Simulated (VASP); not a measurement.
# TiTe2 (pbesol.b) (P-3m1) in VASP: a series of runs, part 2 of 2

VASP 6.6.1. The steps go on from the part before.

**3. Relaxation of cell and atoms, PBEsol**

INCAR

```
SYSTEM = TiTe2
ALGO = Normal
EDIFF = 1E-6
EDIFFG = -0.001
ENCUT = 600
GGA = PS
IBRION = 2
ISIF = 3
ISMEAR = -1
LASPH = .TRUE.
LCHARG = .FALSE.
LREAL = .FALSE.
LWAVE = .FALSE.
NELM = 100
NSW = 80
PREC = Accurate
SIGMA = 0.15
```

KPOINTS

```
k-points
0
G
  15 15 8
  0 0 0
```

POSCAR

```
TiTe2
1.0
    3.6959054375      0.0000000000      0.0000000000
   -1.8479527187      3.2007479988      0.0000000000
    0.0000000000      0.0000000000      6.4452016969
Ti Te
1 2
Direct
    0.0000000000      0.0000000000      0.0000000000
    0.6666666667      0.3333333333      0.2672751803
    0.3333333333      0.6666666667      0.7327248197
```

Potentials or basis: VASP PAW PBE potentials, release 64 (Ti_sv, Te).

Launch:

```console
$ cat potpaw_PBE.64/Ti_sv/POTCAR potpaw_PBE.64/Te/POTCAR > POTCAR
$ mpirun -np 1 vasp_std > vasp.out
```

OUTCAR:

```text
SYSTEM = TiTe2
   EDIFF = 1E-6
   EDIFFG = -0.001
   ENCUT = 600
   GGA = PS
   IBRION = 2
   ISIF = 3
   ISMEAR = -1
   LASPH = .TRUE.
   LREAL = .FALSE.
   NELM = 100
   NSW = 80
   PREC = Accurate

 ion  position               nearest neighbor table
   1  0.000  0.000  0.000-   2 2.74   3 2.74   3 2.74   2 2.74   2 2.74   3 2.74
   2  0.667  0.333  0.267-   1 2.74   1 2.74   1 2.74   3 3.68   3 3.68   3 3.68
   3  0.333  0.667  0.733-   1 2.74   1 2.74   1 2.74   2 3.68   2 3.68   2 3.68

  LATTYP: Found a hexagonal cell.
 ALAT       =     3.6959054375
 C/A-ratio  =     1.7438762452

  Lattice vectors:

 A1 = (   3.6959054375,   0.0000000000,   0.0000000000)
 A2 = (  -1.8479527187,   3.2007479988,   0.0000000000)
 A3 = (   0.0000000000,   0.0000000000,   6.4452016969)

Analysis of symmetry for initial positions (statically):
=====================================================================
 Subroutine PRICEL returns:
 Original cell was already a primitive cell.

 Routine SETGRP: Setting up the symmetry group for a
 hexagonal supercell.

 Subroutine GETGRP returns: Found 12 space group operations
 (whereof 12 operations were pure point group operations)
 out of a pool of 24 trial point group operations.

The static configuration has the point symmetry D_3d.

Analysis of symmetry for dynamics (positions and initial velocities):
=====================================================================
 Subroutine PRICEL returns:
 Original cell was already a primitive cell.

 Routine SETGRP: Setting up the symmetry group for a
 hexagonal supercell.

 Subroutine GETGRP returns: Found 12 space group operations
 (whereof 12 operations were pure point group operations)
 out of a pool of 24 trial point group operations.

The dynamic configuration has the point symmetry D_3d.

 Subroutine INISYM returns: Found 12 space group operations
 (whereof 12 operations are pure point group operations),
 and found     1 'primitive' translations

----------------------------------------------------------------------------------------

                                     Primitive cell

  volume of cell :      76.2446

  direct lattice vectors                    reciprocal lattice vectors
     3.695905438  0.000000000  0.000000000     0.270569693  0.156213485  0.000000000
    -1.847952719  3.200747999  0.000000000     0.000000000  0.312426970  0.000000000
     0.000000000  0.000000000  6.445201697     0.000000000  0.000000000  0.155154182

  length of vectors
     3.695905438  3.695905437  6.445201697     0.312426970  0.312426970  0.155154182

  position of ions in fractional coordinates (direct lattice)
     0.000000000  0.000000000  0.000000000
     0.666666667  0.333333333  0.267275180
     0.333333333  0.666666667  0.732724820

  ion indices of the primitive-cell ions
   primitive index   ion index
                 1           1
                 2           2
                 3           3

----------------------------------------------------------------------------------------

 KPOINTS: k-points

Automatic generation of k-mesh.
 Grid dimensions read from file:
 generate k-points for:   15   15    8

 Generating k-lattice:
[... 52 lines left out ...]
 SYSTEM =  TiTe2
   PREC   = accura    normal or accurate (medium, high low for compatibility)
   ISTART =      0    job   : 0-new  1-cont  2-samecut
   ICHARG =      2    charge: 1-file 2-atom 10-const
   ISPIN  =      1    spin polarized calculation?
   LNONCOLLINEAR =      F non collinear calculations
   LSORBIT =      F    spin-orbit coupling
   LASPH  =      T    aspherical Exc in radial PAW
   ENCUT  =  600.0 eV  44.10 Ry    6.64 a.u.   7.38  7.38 12.87*2*pi/ulx,y,z
   NELM   =    100;   NELMIN=  2; NELMDL= -5     # of ELM steps
   EDIFF  = 0.1E-05   stopping-criterion for ELM
   LREAL  =      F    real-space projection
   EDIFFG = -.1E-02   stopping-criterion for IOM
   NSW    =     80    number of steps for IOM
   IBRION =      2    ionic relax: 0-MD 1-quasi-New 2-CG
   NFREE  =      1    steps in history (QN), initial steepest desc. (CG)
   ISIF   =      3    stress and relaxation
   ISYM   =      2    0-nonsym 1-usesym 2-fastsym
   POTIM  = 0.5000    time-step for ionic-motion
   TEBEG  =    0.0;   TEEND  =   0.0 temperature during run
   PSTRESS=    0.0 pullay stress
   NELECT =      24.0000    total number of electrons
   NUPDOWN=      -1.0000    fix difference up-down
   EMIN   =  10.00;   EMAX   =-10.00  energy-range for DOS
   EFERMI =   0.00;   METHOD = LEGACY
   ISMEAR =    -1;   SIGMA  =   0.15  broadening in eV -4-tet -1-fermi 0-gaus
   EFERMI_NEDOS =   21; number of points for ismear=-14 and -15
   IALGO  =     38    algorithm
   IMIX   =      4    mixing-type and parameters
     AMIX     =   0.40;   BMIX     =  1.00
     AMIX_MAG =   1.60;   BMIX_MAG =  1.00
  volume/ion in A,a.u.               =      25.41       171.51
  Fermi-wavevector in a.u.,A,eV,Ry     =   1.113634  2.104462 16.873668  1.240180
  Thomas-Fermi vector in A             =   2.250220
   LORBIT       =      0    0 simple, 1 ext, 2 COOP (PROOUT), +10 PAW based schemes
   GGA     = PS    functional components
   LHFCALC =     F    Hartree Fock is set to
   AEXX    =    0.0000 exact exchange contribution
   IVDW    =     0    specifies the selected vdW correction
   LEPSILON=     F    determine dielectric tensor
   LRPA    =     F    only Hartree local field effects (RPA)
 conjugate gradient relaxation of ions
 non-spin polarized calculation
  energy-cutoff  :      600.00
  volume of cell :       76.24
 maximum number of plane-waves:      2576
 NGX is ok and might be reduce to    30
   NGX = 15   NGY = 15   NGZ = 25

--------------------------------------- Ionic step        1  -------------------------------------------

 number of electron      24.0000001 magnetization

 Free energy of the ion-electron system (eV)
  ---------------------------------------------------
  ext. energy  EPLUGINS =         0.00000000
  ---------------------------------------------------
  free energy    TOTEN  =       -17.59306025 eV

  energy without entropy =      -17.48153763  energy(sigma->0) =      -17.53729894

------------------------ aborting loop because EDIFF is reached ----------------------------------------

  FORCE on cell =-STRESS in cart. coord.  units (eV):
  Direction    XX          YY          ZZ          XY          YZ          ZX
  --------------------------------------------------------------------------------------
  -------------------------------------------------------------------------------------
  Total        0.0499240      0.0499240      0.0783483      0.0000000      0.0000000      0.0000000
  in kB        1.0490850      1.0490850      1.6463853      0.0000000      0.0000000      0.0000000
  external PRESSURE =       1.2481851 kB  Pullay stress =       0.0000000 kB
[... 92 lines left out ...]
  FREE ENERGIE OF THE ION-ELECTRON SYSTEM (eV)
  ---------------------------------------------------
  free  energy   TOTEN  =       -17.5931451256 eV

  energy  without entropy=      -17.4813841356  energy(sigma->0) =      -17.53726463

[... ionic steps 4 to 31 ...]

--------------------------------------- Ionic step       32  -------------------------------------------

 number of electron      24.0000002 magnetization

------------------------ aborting loop because EDIFF is reached ----------------------------------------
[... 69 lines left out ...]
--------------------------------------- Ionic step       34  -------------------------------------------

 number of electron      24.0000002 magnetization

 Free energy of the ion-electron system (eV)
  ---------------------------------------------------
  ext. energy  EPLUGINS =         0.00000000
  ---------------------------------------------------
  free energy    TOTEN  =       -17.59317261 eV

  energy without entropy =      -17.48138039  energy(sigma->0) =      -17.53727650

 E-fermi :   7.2994     XC(G=0): -10.2537

 val. band max:        7.2953679289   @ k =   0.4667   0.0000   0.0000
 cond. band min:       7.3011037608   @ k =   0.0000   0.4667   0.1250
 fundamental gap:      0.0057358319
 Fermi energy:         7.2993919923

 k-point     1 :       0.0000    0.0000    0.0000
  band No.  band energies     occupation
      1     -49.7743      2.00000
      2     -26.1408      2.00000
      3     -26.1408      2.00000
      4     -26.1110      2.00000
      5      -5.4009      2.00000
      6      -3.7802      2.00000
[... 433 lines left out ...]
      3     -26.1653      2.00000
      4     -26.0969      2.00000
      5      -3.2856      2.00000
      6      -3.1105      2.00000
[... 8 lines left out ...]
     15       8.8868      0.00005
     16       9.6471      0.00000

 [... further k-points ...]
[... 5 lines left out ...]
  --------------------------------------------------------------------------------------
  -------------------------------------------------------------------------------------
  Total        0.0028105      0.0028105     -0.0014021      0.0000000     -0.0000000      0.0000000
  in kB        0.0590300      0.0590300     -0.0294488      0.0000000     -0.0000000      0.0000000
  external PRESSURE =       0.0295371 kB  Pullay stress =       0.0000000 kB
[... 18 lines left out ...]
  FREE ENERGIE OF THE ION-ELECTRON SYSTEM (eV)
  ---------------------------------------------------
  free  energy   TOTEN  =       -17.5931726082 eV

  energy  without entropy=      -17.4813803916  energy(sigma->0) =      -17.53727650

 reached required accuracy - stopping structural energy minimisation
```

CONTCAR:

```text
TiTe2
   1.00000000000000
     3.6967364560712879    0.0000000000000129   -0.0000000000000000
    -1.8483682279856213    3.2014676819937051   -0.0000000000000000
     0.0000000000000000   -0.0000000000000001    6.4453961407442071
  Ti              Te
     1     2
Direct
     0.0000000000000000    0.0000000000000000    0.0000000000000000
     0.6666666667000030    0.3333333332999970    0.2677690518113025
     0.3333333332999970    0.6666666667000030    0.7322309481886972

  0.00000000E+00  0.00000000E+00  0.00000000E+00
  0.00000000E+00  0.00000000E+00  0.00000000E+00
  0.00000000E+00  0.00000000E+00  0.00000000E+00
```

Wall time 50 min (1 thread of Intel Xeon Platinum 8259CL at 2.50GHz (Skylake/Cascade Lake), shared host); peak memory 0.45 GiB.

What came out:

```yaml
Free_energy: -17.5932 eV
Relaxed_volume: 25.43 Å³/atom
Relaxed_cell: a = 3.697 Å, b = 3.697 Å, c = 6.445 Å, α = 90.00°, β = 90.00°, γ = 120.00°
Space_group_after_relaxing_to_0.05_Å: P-3m1 (No. 164)
Energy_gained_by_relaxing: 0.0 meV/atom
Ionic_steps: 34
Pressure_after_relaxing: 0.0 GPa
Band_gap_on_the_k_mesh: zero (band 12 reaches 7.78 eV, above the bottom of band 13 at 6.97 eV)
```

Step by step:
```csv
step,energy change (eV),largest force (eV/Å),pressure (GPa),volume (Å³)
1,0.0000,0.0338,0.12,76.24
2,0.0000,0.0085,-0.13,76.46
3,-0.0001,0.0091,-0.02,76.37
4,-0.0001,0.0073,-0.03,76.34
5,-0.0001,0.0014,0.00,76.26
6,-0.0001,0.0017,0.01,76.27
7,-0.0001,0.0044,0.01,76.31
8,-0.0001,0.0036,-0.01,76.29
9,-0.0001,0.0024,-0.01,76.28
10,-0.0001,0.0020,-0.01,76.27
11,-0.0001,0.0057,0.02,76.23
12,-0.0001,0.0059,0.03,76.23
13,-0.0001,0.0006,0.01,76.27
14,-0.0001,0.0024,0.01,76.29
15,-0.0001,0.0079,-0.04,76.32
16,-0.0001,0.0028,-0.04,76.29
17,-0.0001,0.0026,-0.01,76.29
18,-0.0001,0.0003,-0.03,76.28
19,-0.0001,0.0053,0.01,76.26
20,-0.0001,0.0026,0.02,76.27
21,-0.0001,0.0011,0.01,76.27
22,-0.0001,0.0006,-0.01,76.27
23,-0.0001,0.0010,0.01,76.27
24,-0.0001,0.0009,-0.01,76.27
25,-0.0001,0.0022,0.00,76.26
26,-0.0001,0.0042,0.01,76.25
27,-0.0001,0.0032,0.02,76.25
28,-0.0001,0.0026,0.01,76.26
29,-0.0001,0.0026,-0.01,76.26
30,-0.0001,0.0022,0.03,76.26
31,-0.0001,0.0026,-0.01,76.26
32,-0.0001,0.0025,0.02,76.26
33,-0.0001,0.0012,0.01,76.27
34,-0.0001,0.0009,0.00,76.28
```

Final structure:
```
Ti Te
1.0
     3.69674    0.00000    0.00000
    -1.84837    3.20147    0.00000
     0.00000    0.00000    6.44540
Ti Te
1 2
Cartesian
  0.0000 0.0000 0.0000
  1.8484 1.0672 1.7259
  0.0000 2.1343 4.7195
```

Caveat: the PAW data sets were made with another functional, which shifts forces and pressure a little; spin-orbit coupling is left out, which moves the levels of the heavy elements; this functional lacks dispersion, which binds the layers, so the pressure and a relaxed spacing across them are unreliable.
